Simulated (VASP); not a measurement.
A run of VASP 6.6.1:

File INCAR:

```
  PREC = Accurate
  ENCUT = 520
  EDIFF = 1E-7
  ISMEAR = 0
  SIGMA = 0.1
  LREAL = F
  LASPH = T
  NELM = 100
  ALGO = Normal
  ISIF = 2
  LWAVE = F
  LCHARG = T
  LDIPOL = T
  IDIPOL = 3
  DIPOL = 0.5 0.5 0.354
  GGA = PE
  LELF = T
  LVHAR = T
  LVACPOTAV = T
  NBANDS = 32
```

Contents of KPOINTS:

```
Automatic mesh
0
Gamma
  8 8 1
```

Contents of POSCAR:

```
Ta4C
1.0
    3.3189671341      0.0000000000      0.0000000000
    0.0000000000      3.3189671341      0.0000000000
    0.0000000000      0.0000000000     20.2996559613
Ta C
4 1
Direct
    0.5000000000      0.5000000000      0.1970476745
    0.0000000000      0.0000000000      0.2787970189
    0.5000000000      0.5000000000      0.3599139055
    0.0000000000      0.0000000000      0.4334879359
    0.2500000000      0.2500000000      0.5028063763
```

Potentials or basis: VASP PAW PBE potentials, release 64 (Ta_pv, C).

Command:

```sh
$ cat potpaw_PBE.64/Ta_pv/POTCAR potpaw_PBE.64/C/POTCAR > POTCAR
$ mpirun -np 1 vasp_std > vasp.out
```

Hardware: 1 thread of Intel(R) Xeon(R) 6975P-C (Granite Rapids) (shared host).

Question: How long does it take, and how much memory?

Answer: Wall time 3.5 min on 1 thread of Intel(R) Xeon(R) 6975P-C (Granite Rapids), with other jobs on the host, peak memory 0.41 GiB. Counts: scf iterations 33, k points 21.
